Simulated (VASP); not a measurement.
# H5C3NO2 in VASP: notebook

H5C3NO2 is run at these levels: PBE+D3(BJ); tasks: single point.

Program: VASP 6.6.1. These are calculated values, not measurements. Logs are shortened: lines on timing, memory, paths and dates and some standing lists are left out, and cuts for length are marked.

## (1) The cell of the first run

The cell holds a disordered packing, 33 atoms: a = 7.663 Å, b = 7.663 Å, c = 7.663 Å, α = 90.00°, β = 90.00°, γ = 90.00°.

## (2) Single point, PBE+D3(BJ)

Contents of INCAR:

```
PREC = Accurate ; ENCUT = 520
EDIFF = 1E-6 ; ISMEAR = -1
SIGMA = 0.05 ; LREAL = Auto
LASPH = True ; NELM = 80
ALGO = Normal ; ISIF = 2
LWAVE = False ; LCHARG = False
GGA = PE ; IVDW = 12
NBANDS = 73
```

Contents of KPOINTS:

```
Automatic mesh
0
Gamma
  1 1 1
```

Contents of POSCAR:

```
H5C3NO2
1.0
    7.6630940000      0.0000000000      0.0000000000
    0.0000000000      7.6630940000      0.0000000000
    0.0000000000      0.0000000000      7.6630940000
C N H O
9 3 15 6
Direct
    0.2158788604      0.6118938382      0.6079267721
    0.1737026846      0.5209253599      0.4441287031
    0.6916657945      0.0349728191      0.9238305050
    0.5761119464      0.1753599786      0.9517304629
    0.7814598124      0.5631276349      0.1339537268
    0.7676011804      0.6697947330      0.2818965812
    0.1925070996      0.8123481194      0.0506192407
    0.6135119835      0.1760124566      0.4318099191
    0.1499785857      0.1108168580      0.7333069384
    0.1376728512      0.4124182739      0.3423421401
    0.4628156721      0.2812702023      0.9544317217
    0.7489403105      0.7365040805      0.4230667143
    0.2390418283      0.5121430065      0.7004220488
    0.2860854898      0.7407973855      0.5950207579
    0.0837651215      0.6789033255      0.6344956750
    0.8292864475      0.0948311478      0.8776220153
    0.7017792030     -0.0457126064      1.0400107320
    0.6416990317     -0.0361733785      0.8009689037
    0.7235458680      0.6233252522      0.0073208028
    0.9248614202      0.5286115504      0.0976107040
    0.7107442503      0.4434762251      0.1657424534
    0.0591797517      1.0410546967      0.0601584686
    0.1710405745      0.7129104772      0.1523536055
    0.6131204968     -0.0761180797      0.4519975874
    0.5344447034      0.2692646077      0.3566444572
   -0.0483616670      0.0727121447      0.5889005146
    0.2826926043      0.0891415400      0.7507150506
    0.0830604453      0.9350400765      0.1164934164
    0.2921274357      0.8339451402     -0.0732210775
    0.5307908268      0.0193655461      0.4217356593
    0.7507020010      0.1985751447      0.5032171079
    0.0842479552      0.0528507154      0.5824148836
    0.0544819103      0.1766518850      0.8474383845
```

Potentials or basis: VASP PAW PBE potentials, release 64 (C, N, H, O).

On the command line:

```sh
cat potpaw_PBE.64/C/POTCAR potpaw_PBE.64/N/POTCAR potpaw_PBE.64/H/POTCAR potpaw_PBE.64/O/POTCAR > POTCAR
mpirun -np 1 vasp_gam > vasp.out
```

OUTCAR:

```text
PREC = Accurate
   ENCUT = 520
   EDIFF = 1E-6
   ISMEAR = -1
   LREAL = Auto
   LASPH = True
   NELM = 80
   ISIF = 2
   GGA = PE
   IVDW = 12
 IVDW          = 12

 ion  position               nearest neighbor table
   1  0.216  0.612  0.608-  13 1.06  14 1.13  15 1.15   2 1.47
   2  0.174  0.521  0.444-  10 1.17   1 1.47
   3  0.692  0.035  0.924-  17 1.09  18 1.15  16 1.20   4 1.41
   4  0.576  0.175  0.952-  11 1.19   3 1.41
   5  0.781  0.563  0.134-  21 1.09  19 1.16  20 1.16   6 1.40
   6  0.768  0.670  0.282-  12 1.21   5 1.40
   7  0.193  0.812  0.051-  23 1.10  29 1.23  28 1.36
   8  0.614  0.176  0.432-  25 1.10  31 1.20  30 1.36
   9  0.150  0.111  0.733-  27 1.04  33 1.25  32 1.34
  10  0.138  0.412  0.342-   2 1.17
  11  0.463  0.281  0.954-   4 1.19
  12  0.749  0.737  0.423-   6 1.21
  13  0.239  0.512  0.700-   1 1.06
  14  0.286  0.741  0.595-   1 1.13
  15  0.084  0.679  0.634-   1 1.15
[... 10 lines left out ...]
  26  0.952  0.073  0.589-  32 1.03
  27  0.283  0.089  0.751-   9 1.04
  28  0.083  0.935  0.116-  22 0.94   7 1.36
  29  0.292  0.834  0.927-   7 1.23
  30  0.531  0.019  0.422-  24 0.99   8 1.36
  31  0.751  0.199  0.503-   8 1.20
  32  0.084  0.053  0.582-  26 1.03   9 1.34
  33  0.054  0.177  0.847-   9 1.25

  LATTYP: Found a simple cubic cell.
 ALAT       =     7.6630940000

  Lattice vectors:

 A1 = (   7.6630940000,   0.0000000000,   0.0000000000)
 A2 = (   0.0000000000,   7.6630940000,   0.0000000000)
 A3 = (   0.0000000000,   0.0000000000,   7.6630940000)

Analysis of symmetry for initial positions (statically):
=====================================================================
 Subroutine PRICEL returns:
 Original cell was already a primitive cell.

 Routine SETGRP: Setting up the symmetry group for a
 simple cubic supercell.

 Subroutine GETGRP returns: Found  1 space group operations
 (whereof  1 operations were pure point group operations)
 out of a pool of 48 trial point group operations.

The static configuration has the point symmetry C_1 .

Analysis of symmetry for dynamics (positions and initial velocities):
=====================================================================
 Subroutine PRICEL returns:
 Original cell was already a primitive cell.

 Routine SETGRP: Setting up the symmetry group for a
 simple cubic supercell.

 Subroutine GETGRP returns: Found  1 space group operations
 (whereof  1 operations were pure point group operations)
 out of a pool of 48 trial point group operations.

The dynamic configuration has the point symmetry C_1 .

 Subroutine INISYM returns: Found  1 space group operations
 (whereof  1 operations are pure point group operations),
 and found     1 'primitive' translations

----------------------------------------------------------------------------------------

                                     Primitive cell

  volume of cell :     449.9999

  direct lattice vectors                    reciprocal lattice vectors
     7.663094000  0.000000000  0.000000000     0.130495594  0.000000000  0.000000000
     0.000000000  7.663094000  0.000000000     0.000000000  0.130495594  0.000000000
     0.000000000  0.000000000  7.663094000     0.000000000  0.000000000  0.130495594

  length of vectors
     7.663094000  7.663094000  7.663094000     0.130495594  0.130495594  0.130495594

  position of ions in fractional coordinates (direct lattice)
     0.215878860  0.611893838  0.607926772
     0.173702685  0.520925360  0.444128703
     0.691665794  0.034972819  0.923830505
     0.576111946  0.175359979  0.951730463
     0.781459812  0.563127635  0.133953727
     0.767601180  0.669794733  0.281896581
[... 25 lines left out ...]
     0.084247955  0.052850715  0.582414884
     0.054481910  0.176651885  0.847438385

  ion indices of the primitive-cell ions
   primitive index   ion index
                 1           1
                 2           2
                 3           3
                 4           4
                 5           5
                 6           6
[... 25 lines left out ...]
                32          32
                33          33

----------------------------------------------------------------------------------------

 KPOINTS: Automatic mesh

Automatic generation of k-mesh.
 Grid dimensions read from file:
 generate k-points for:    1    1    1

 Generating k-lattice:

  Cartesian coordinates                     Fractional coordinates (reciprocal lattice)
     0.130495594  0.000000000  0.000000000     1.000000000  0.000000000  0.000000000
     0.000000000  0.130495594  0.000000000     0.000000000  1.000000000  0.000000000
     0.000000000  0.000000000  0.130495594     0.000000000  0.000000000  1.000000000

  Length of vectors
     0.130495594  0.130495594  0.130495594

  Shift w.r.t. Gamma in fractional coordinates (k-lattice)
     0.000000000  0.000000000  0.000000000

 Subroutine IBZKPT returns following result:
 ===========================================

 Found      1 irreducible k-points:

 Following reciprocal coordinates:
            Coordinates               Weight
  0.000000  0.000000  0.000000      1.000000
   k-points           NKPTS =      1   k-points in BZ     NKDIM =      1   number of bands    NBANDS=     73
   number of dos      NEDOS =    301   number of ions     NIONS =     33
   total plane-waves  NPLWV = 216000
   dimension x,y,z NGX =    60 NGY =   60 NGZ =   60
   dimension x,y,z NGXF=   120 NGYF=  120 NGZF=  120
   ions per type =               9   3  15   6
   NGX,Y,Z   is equivalent  to a cutoff of  13.02, 13.02, 13.02 a.u.
   NGXF,Y,Z  is equivalent  to a cutoff of  26.03, 26.03, 26.03 a.u.
 SYSTEM =  unknown system
   PREC   = accura    normal or accurate (medium, high low for compatibility)
   ISTART =      0    job   : 0-new  1-cont  2-samecut
   ICHARG =      2    charge: 1-file 2-atom 10-const
   ISPIN  =      1    spin polarized calculation?
   LNONCOLLINEAR =      F non collinear calculations
   LSORBIT =      F    spin-orbit coupling
   LASPH  =      T    aspherical Exc in radial PAW
   ENCUT  =  520.0 eV  38.22 Ry    6.18 a.u.  14.25 14.25 14.25*2*pi/ulx,y,z
   NELM   =     80;   NELMIN=  2; NELMDL= -5     # of ELM steps
   EDIFF  = 0.1E-05   stopping-criterion for ELM
   LREAL  =      T    real-space projection
   EDIFFG = 0.1E-04   stopping-criterion for IOM
   NSW    =      0    number of steps for IOM
   IBRION =     -1    ionic relax: 0-MD 1-quasi-New 2-CG
   NFREE  =      0    steps in history (QN), initial steepest desc. (CG)
   ISIF   =      2    stress and relaxation
   ISYM   =      2    0-nonsym 1-usesym 2-fastsym
   POTIM  = 0.5000    time-step for ionic-motion
   TEBEG  =    0.0;   TEEND  =   0.0 temperature during run
   PSTRESS=    0.0 pullay stress
   NELECT =     102.0000    total number of electrons
   NUPDOWN=      -1.0000    fix difference up-down
   EMIN   =  10.00;   EMAX   =-10.00  energy-range for DOS
   EFERMI =   0.00;   METHOD = LEGACY
   ISMEAR =    -1;   SIGMA  =   0.05  broadening in eV -4-tet -1-fermi 0-gaus
   EFERMI_NEDOS =   21; number of points for ismear=-14 and -15
   IALGO  =     38    algorithm
   IMIX   =      4    mixing-type and parameters
     AMIX     =   0.40;   BMIX     =  1.00
     AMIX_MAG =   1.60;   BMIX_MAG =  1.00
  volume/ion in A,a.u.               =      13.64        92.02
  Fermi-wavevector in a.u.,A,eV,Ry     =   0.998169  1.886266 13.556046  0.996341
  Thomas-Fermi vector in A             =   2.130374
   LORBIT       =      0    0 simple, 1 ext, 2 COOP (PROOUT), +10 PAW based schemes
   GGA     = PE    functional components
   LHFCALC =     F    Hartree Fock is set to
   AEXX    =    0.0000 exact exchange contribution
   IVDW    =    12    specifies the selected vdW correction
   LEPSILON=     F    determine dielectric tensor
   LRPA    =     F    only Hartree local field effects (RPA)
 non-spin polarized calculation
  energy-cutoff  :      520.00
  volume of cell :      450.00
 maximum number of plane-waves:      6075
 NGX is ok and might be reduce to    60
   NGX = 29   NGY = 29   NGZ = 29

 number of electron     102.0000007 magnetization

 Free energy of the ion-electron system (eV)
  ---------------------------------------------------
  ext. energy  EPLUGINS =         0.00000000
  ---------------------------------------------------
  free energy    TOTEN  =      -199.25378897 eV

  energy without entropy =     -199.25378897  energy(sigma->0) =     -199.25378897

 E-fermi :  -2.1285     XC(G=0):  -6.5732

 val. band max:       -3.3735423881   @ k =   0.0000   0.0000   0.0000
 cond. band min:       1.4998071227   @ k =   0.0000   0.0000   0.0000
 fundamental gap:      4.8733495108
 Fermi energy:        -2.1284960049

 k-point     1 :       0.0000    0.0000    0.0000
  band No.  band energies     occupation
      1     -24.6156      2.00000
      2     -24.4441      2.00000
      3     -24.1919      2.00000
      4     -22.5092      2.00000
      5     -22.2564      2.00000
      6     -22.0089      2.00000
[... 55 lines left out ...]
     62       4.2251      0.00000
     63       4.3817      0.00000
 [bands above 63 left out]

------------------------ aborting loop because EDIFF is reached ----------------------------------------

 Edisp (eV)   -1.47624

 E8    (eV) :    -0.3472

  FORCE on cell =-STRESS in cart. coord.  units (eV):
  Direction    XX          YY          ZZ          XY          YZ          ZX
  --------------------------------------------------------------------------------------
  -------------------------------------------------------------------------------------
  Total      -4.20365    -0.35945    -6.69619    -0.53000    -2.39778     2.89886
  in kB     -14.96664    -1.27978   -23.84107    -1.88701    -8.53705    10.32109
  external pressure =      -13.36 kB  Pullay stress =        0.00 kB

 VOLUME and BASIS-vectors are now :
 -----------------------------------------------------------------------------
  energy-cutoff  :      520.00
  volume of cell :      450.00
      direct lattice vectors                 reciprocal lattice vectors
     7.663094000  0.000000000  0.000000000     0.130495594  0.000000000  0.000000000
     0.000000000  7.663094000  0.000000000     0.000000000  0.130495594  0.000000000
     0.000000000  0.000000000  7.663094000     0.000000000  0.000000000  0.130495594

 POSITION                                       TOTAL-FORCE (eV/Angst)
 -----------------------------------------------------------------------------------
      1.65430      4.68900      4.65860        -2.812310      2.746753     -2.076964
      1.33110      3.99190      3.40340         0.525498     -0.786206      0.366952
      5.30030      0.26800      7.07940         1.939401      0.023857     -2.363845
      4.41480      1.34380      7.29320        -2.880317      2.073761     -0.202771
      5.98840      4.31530      1.02650         1.156107     -0.347635     -3.059899
      5.88220      5.13270      2.16020        -0.406296      2.063514      4.703863
[... 25 lines left out ...]
      0.64560      0.40500      4.46310        -0.821123      0.063734      0.503960
      0.41750      1.35370      6.49400         0.745504     -0.068693     -0.340712
 -----------------------------------------------------------------------------------
    total drift:                                0.007513     -0.011828      0.010662

  FREE ENERGIE OF THE ION-ELECTRON SYSTEM (eV)
  ---------------------------------------------------
  free  energy   TOTEN  =      -200.7300286499 eV

  energy  without entropy=     -200.7300286498  energy(sigma->0) =     -200.73002865
```

It took 68 s on 1 thread of Intel Xeon Platinum 8375C at 2.90GHz (Ice Lake), shared host; peak memory 0.48 GiB.

Results:

* Free energy: -200.7300 eV
* Pressure: -1.3 GPa
* Largest force: 5.153 eV/Å
* Band gap on the k mesh: 4.87 eV
* Dispersion energy per atom: -0.045 eV

Forces in eV/Å, atoms in the order of the input:
```
C   -2.812  2.747 -2.077
C    0.525 -0.786  0.367
C    1.939  0.024 -2.364
C   -2.880  2.074 -0.203
C    1.156 -0.348 -3.060
C   -0.406  2.064  4.704
C    0.009  2.187  0.274
C   -1.809 -1.612 -0.883
C   -3.287  0.402 -0.018
N    0.095  0.763 -0.091
N    1.819 -1.096  0.221
N    0.466 -1.275 -3.548
H    0.847 -0.332  1.290
H    0.574 -1.496  0.158
H    0.798 -0.928  0.324
H   -1.746 -0.915  0.899
H    0.168 -0.357  0.015
H    0.434  0.271  1.435
H    0.383 -0.582  1.531
H   -1.551  0.291  0.717
H   -0.023 -0.245 -0.326
H    0.407  2.117 -1.744
H    0.875 -1.118 -0.672
H    0.217 -0.285  0.190
H   -0.013  0.499  0.191
H    1.212  0.098 -0.529
H    2.115 -0.163  0.022
O   -0.352 -2.332  1.558
O   -0.631 -0.954  0.833
O   -0.118  0.651 -0.196
O    1.666  0.640  0.818
O   -0.821  0.064  0.504
O    0.746 -0.069 -0.341
```

Levels at points of the mesh, in eV from the valence-band top:
| k point | band 49 | band 50 | band 51 | band 52 | band 53 | band 54 |
| --- | --- | --- | --- | --- | --- | --- |
| (0.00, 0.00, 0.00) | -0.39 | -0.15 | 0.00 | 4.87 | 4.95 | 5.02 |

Caveat: the k points lie up to 0.82 Å⁻¹ apart.

[end of part 1 of 3]
